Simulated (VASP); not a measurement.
# Sn (P6_3/mmc) in VASP: notebook, part 2 of 2

VASP 6.6.1.

## 5. Single point, PBE

This run uses another cell than the first one: it holds 4 atoms, not 2.

Contents of INCAR:

```
ALGO = Normal
EDIFF = 1E-6
ENCUT = 520
GGA = PE
ISIF = 2
ISMEAR = -1
LASPH = True
LCHARG = False
LREAL = False
LWAVE = False
NBANDS = 36
NELM = 60
PREC = Accurate
SIGMA = 0.05
```

Contents of KPOINTS:

```
k-points
0
Gamma
  12 12 4
```

Contents of POSCAR:

```
Sn
1.0
    3.0085896376      0.0000000000      0.0000000000
   -1.5042948188      2.6055150558      0.0000000000
    0.0000000000      0.0000000000      9.7356078528
Sn
4
Direct
    0.0000000000      0.0000000000      0.0000000000
    0.0000000000      0.0000000000      0.5000000000
    0.3333333333      0.6666666667      0.2500000000
    0.6666666667      0.3333333333      0.7500000000
```

Run with:

```sh
cat potpaw_PBE.64/Sn_d/POTCAR > POTCAR
mpirun -np 1 vasp_std > vasp.out
```

It took 44 s on 1 thread of Intel Xeon 6975P-C (Granite Rapids), shared host; peak memory 0.25 GiB.

It converged, with:

| Item | Value |
| --- | --- |
| Free energy | -11.7644 eV |
| Pressure | 43.9 GPa |
| Band gap on the k mesh | zero (bands 28 and 29 overlap by 11.66 eV) |

Levels at points of the mesh, in eV from the Fermi level:
```csv
k point,band 26,band 27,band 28,band 29,band 30,band 31
"(0.00, 0.00, 0.00)",1.61,1.61,7.82,7.82,8.92,8.92
"(0.50, 0.00, 0.00)",-6.00,-1.81,-1.69,-0.96,0.24,2.28
"(0.00, 0.00, 0.50)",-3.12,6.87,6.87,8.16,8.16,8.16
"(0.50, 0.00, 0.50)",-4.46,-3.79,-3.79,1.90,1.90,2.81
```

Caveat: the cell stands under pressure; spin-orbit coupling is left out, which moves the levels of the heavy elements.

## 6. Relaxation of cell and atoms, PBE, target pressure 44 GPa, at which the enthalpy is minimised

This run uses another cell than the first one, of 18.97 Å³/atom.

Contents of INCAR:

```
SYSTEM = Sn
PREC = Accurate
ENCUT = 600
EDIFF = 1E-6
ISMEAR = -1
SIGMA = 0.05
LREAL = .FALSE.
LASPH = .TRUE.
NELM = 60
ALGO = Normal
ISIF = 3
LWAVE = .FALSE.
LCHARG = .FALSE.
GGA = PE
IBRION = 2
NSW = 60
EDIFFG = -0.005
PSTRESS = 440.0
```

Contents of KPOINTS:

```
regular mesh
0
G
  15 15 8
  0 0 0
```

Contents of POSCAR:

```
Sn
1.0
    3.0014175424      0.0000000000      0.0000000000
   -1.5007087712      2.5993038391      0.0000000000
    0.0000000000      0.0000000000      4.8622964187
Sn
2
Direct
    0.3333333333      0.6666666667      0.2500000000
    0.6666666667      0.3333333333      0.7500000000
```

Potentials or basis: VASP PAW PBE potentials, release 64 (Sn_d).

Run with:

```sh
cat potpaw_PBE.64/Sn_d/POTCAR > POTCAR
mpirun -np 1 vasp_std > vasp.out
```

Wall time 1.8 min (1 thread of Intel Xeon 6975P-C (Granite Rapids), shared host); peak memory 0.23 GiB.

The run converged. Its results:

```
Free energy                                                : -5.9093 eV
Relaxed volume                                             : 19.01 Å³/atom
Relaxed cell                                               : a = 2.991 Å, b = 2.991 Å, c = 4.907 Å, α = 90.00°, β = 90.00°, γ = 120.00°
Space group after relaxing (to 0.1 Å)                      : P6_3/mmc (No. 194)
Energy change on relaxing (the run minimises the enthalpy) : -14.6 meV/atom
Ionic steps                                                : 8
Pressure after relaxing                                    : 44.0 GPa
Band gap on the k mesh                                     : zero (bands 14 and 15 overlap by 11.79 eV)
```

The path:
```tsv
step	energy change (eV)	largest force (eV/Å)	pressure (GPa)	volume (Å³)
1	0.0000	0.0000	44.42	37.93
2	-0.0772	0.0000	43.01	38.21
3	-0.0599	0.0000	43.36	38.14
4	0.0299	0.0000	45.36	37.82
5	-0.0318	0.0000	43.97	38.04
6	-0.0326	0.0000	43.92	38.04
7	-0.0252	0.0000	44.11	38.01
8	-0.0292	0.0000	44.01	38.03
```

Final structure:
```
Sn
1.0
     2.99142    0.00000    0.00000
    -1.49571    2.59065    0.00000
     0.00000    0.00000    4.90723
Sn
2
Direct
  0.33333 0.66667 0.25000
  0.66667 0.33333 0.75000
```

Levels at points of the mesh, in eV from the Fermi level:
| k point | band 11 | band 12 | band 13 | band 14 | band 15 | band 16 | band 17 | band 18 |
| --- | --- | --- | --- | --- | --- | --- | --- | --- |
| (0.00, 0.00, 0.00) | -14.32 | -7.56 | -6.91 | 8.05 | 8.05 | 10.18 | 10.37 | 10.37 |
| (0.00, 0.00, 0.50) | -12.58 | -12.58 | 1.37 | 1.37 | 9.39 | 9.39 | 9.39 | 9.39 |

Caveat: the cell is relaxed towards a set pressure, so the run minimises the enthalpy, not the energy; spin-orbit coupling is left out, which moves the levels of the heavy elements.

## 7. Relaxation of cell and atoms, PBE, target pressure 44 GPa, at which the enthalpy is minimised

Contents of INCAR:

```
SYSTEM = Sn
PREC = Accurate ; ENCUT = 600
EDIFF = 1E-6 ; ISMEAR = -1
SIGMA = 0.05 ; LREAL = .False.
LASPH = .True. ; NELM = 60
ALGO = Normal ; ISIF = 3
LWAVE = .False. ; LCHARG = .False.
GGA = PE ; IBRION = 2
NSW = 32 ; EDIFFG = -0.005
PSTRESS = 440.0
```

Contents of KPOINTS:

```
regular mesh
0
Gamma
  15 15 8
  0 0 0
```

Contents of POSCAR:

```
Sn
1.0
    2.9914946174      0.0000000000      0.0000000000
   -1.4957473087      2.5907103339      0.0000000000
    0.0000000000      0.0000000000      4.9070207378
Sn
2
Direct
    0.3333333333      0.6666666667      0.2500000000
    0.6666666667      0.3333333333      0.7500000000
```

Run with:

```sh
cat potpaw_PBE.64/Sn_d/POTCAR > POTCAR
mpirun -np 1 vasp_std > vasp.out
```

Wall time 20 s (1 thread of Intel Xeon 6975P-C (Granite Rapids), shared host); peak memory 0.23 GiB.

Results (log left out):

```yaml
Free_energy: -5.9094 eV
Pressure_after_relaxing: 44.0 GPa
Band_gap_on_the_k_mesh: zero (bands 14 and 15 overlap by 11.79 eV)
```

Final structure:
```
Sn
1.0
     2.99149    0.00000    0.00000
    -1.49575    2.59071    0.00000
     0.00000    0.00000    4.90702
Sn
2
Direct
  0.33333 0.66667 0.25000
  0.66667 0.33333 0.75000
```

Levels at points of the mesh, in eV from the Fermi level:
```
           k point  band 12  band 13  band 14  band 15  band 16  band 17
(0.00, 0.00, 0.00)    -7.56    -6.91     8.05     8.05    10.18    10.36
(0.00, 0.00, 0.50)   -12.58     1.37     1.37     9.39     9.39     9.39
```

Caveat: the relaxation stopped at its first step, so nothing moved; the cell is relaxed towards a set pressure, so the run minimises the enthalpy, not the energy; spin-orbit coupling is left out, which moves the levels of the heavy elements.

## 8. Overview

| task | cell | k mesh | cutoff (eV) | gap on the mesh (eV) | pressure (GPa) |
| --- | --- | --- | --- | --- | --- |
| single point | a = 2.991, b = 2.991, c = 4.907 Å, angles 90.0, 90.0, 120.0°, 2 atoms, atomic positions A | 15 × 15 × 8 | 520 | none | 44.0 |
| single point | a = 3.009, b = 3.009, c = 9.736 Å, angles 90.0, 90.0, 120.0°, 4 atoms, atomic positions B | 12 × 12 × 4 | 520 | none | 43.9 |
| relaxation of cell and atoms | relaxed to 44 GPa from a = 3.001, b = 3.001, c = 4.862 Å, angles 90.0, 90.0, 120.0°, 2 atoms, atomic positions A | 15 × 15 × 8 | 600 | none | 44.0 |
| relaxation of cell and atoms | relaxed to 44 GPa from a = 2.991, b = 2.991, c = 4.907 Å, angles 90.0, 90.0, 120.0°, 2 atoms, atomic positions A | 15 × 15 × 8 | 600 | none | 44.0 |

Alike in all rows: level PBE; potentials or basis VASP PAW PBE potentials, release 64 (Sn_d); no spin polarisation; smearing fermi-dirac 0.05 eV.

Caveats: spin-orbit coupling is left out, which moves the levels of the heavy elements; the cell stands under pressure (at least some runs); the cell is relaxed towards a set pressure, so the run minimises the enthalpy, not the energy (at least some runs); the relaxation stopped at its first step, so nothing moved (at least some runs).

Absolute energies hang on the potentials; compare differences alone.
